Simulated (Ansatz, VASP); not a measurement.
**ScSi4O in VASP and in Ansatz**

```xyz
6
Lattice="0.0000 3.5074 3.5074 3.5074 0.0000 3.5074 3.5074 3.5074 0.0000" Properties=species:S:1:pos:R:3 pbc="T T T"
Sc    5.2611    5.2611    5.2611
Si    2.6215    4.3934    4.3934
Si    2.6215    2.6215    2.6215
Si    4.3934    2.6215    4.3934
Si    4.3934    4.3934    2.6215
O     0.0000    0.0000    0.0000
```

Change from the starting cell: species swapped into the LaPrAl4 type (F-43m, No. 216).

Alike in both runs: functional PBE; k mesh 10 × 10 × 10; occupations gaussian, width 0.1 eV; no spin polarisation.

Ansatz relaxed the structure, and its values are those at the end. VASP's run is a single point on that final structure, the one shown.

|  | VASP | Ansatz |
| --- | --- | --- |
| version | VASP 6.6.1 | Ansatz 0.2.0 |
| potentials or method | VASP PAW PBE potentials, release 64 (Sc_sv, Si, O), cutoff 520 eV | scalar-relativistic, plane waves, PAW |
| valence electrons in the cell | 33 | 33 |

```tsv
	VASP	Ansatz	Ansatz less VASP
gap on the k mesh at the Fermi level (eV)	none	none	-
pressure (GPa)	0.0	0.0	+0.01
```

A gap of «none» marks a metal or a gap that the smearing closes.
